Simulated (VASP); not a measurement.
## PbO2: single point with r2SCAN

PbO2:

```
Pb O
1.0
     1.72291    0.99472    4.45594
    -1.72291    0.99472    4.45594
     0.00000   -1.98944    4.45594
Pb O
1 2
Direct
  0.00000 0.00000 0.00000
  0.25576 0.25576 0.25576
  0.74424 0.74424 0.74424
```

| Quantity | Value |
| --- | --- |
| Program | VASP 6.6.1 |
| Task | single point |
| Functional | r2SCAN |
| Potentials or basis | VASP PAW PBE potentials, release 64 (Pb_d, O) |
| Cutoff | 520 eV |
| k mesh | 12 × 12 × 12 |
| Occupations | gaussian, width 0.01 eV |
| Spin | no spin polarisation |
| Dipole correction | no |
| Further INCAR settings | ALGO = Normal; EDIFF = 1e-07; NBANDS = 20 |

```json
{"Pressure": "-5.0 GPa", "Largest force": "0.282 eV/Å", "Band gap on the k mesh": "0.34 eV, indirect (least direct gap 0.41 eV)"}
```

Forces in eV/Å, atoms in the order of the input:
```
Pb   0.000  0.000  0.000
O    0.000  0.000  0.282
O    0.000  0.000 -0.282
```

Stress tensor (GPa, compression positive):
```
-5.30  0.00  0.00
 0.00 -5.30  0.00
 0.00  0.00 -4.46
```

Levels at points of the mesh, in eV from the valence-band top:
```
           k point  band 11  band 12  band 13  band 14  band 15  band 16
(0.00, 0.00, 0.00)    -0.73    -0.73    -0.07     0.34     5.71    10.64
(0.50, 0.00, 0.00)    -1.68    -0.75    -0.58     3.49     7.76     9.43
(0.50, 0.50, 0.00)    -0.98    -0.24     0.00     3.09     6.69    10.34
(0.50, 0.50, 0.50)    -1.55    -0.58    -0.58     2.19     5.64    11.07
```

It took 6.1 min on 1 thread of Intel(R) Xeon(R) 6975P-C (Granite Rapids) (shared host), peak memory 0.32 GiB.

Caveat: the PAW data sets were made with another functional, which shifts forces and pressure a little; spin-orbit coupling is left out, which moves the levels of the heavy elements. A k mesh can miss the band edges.
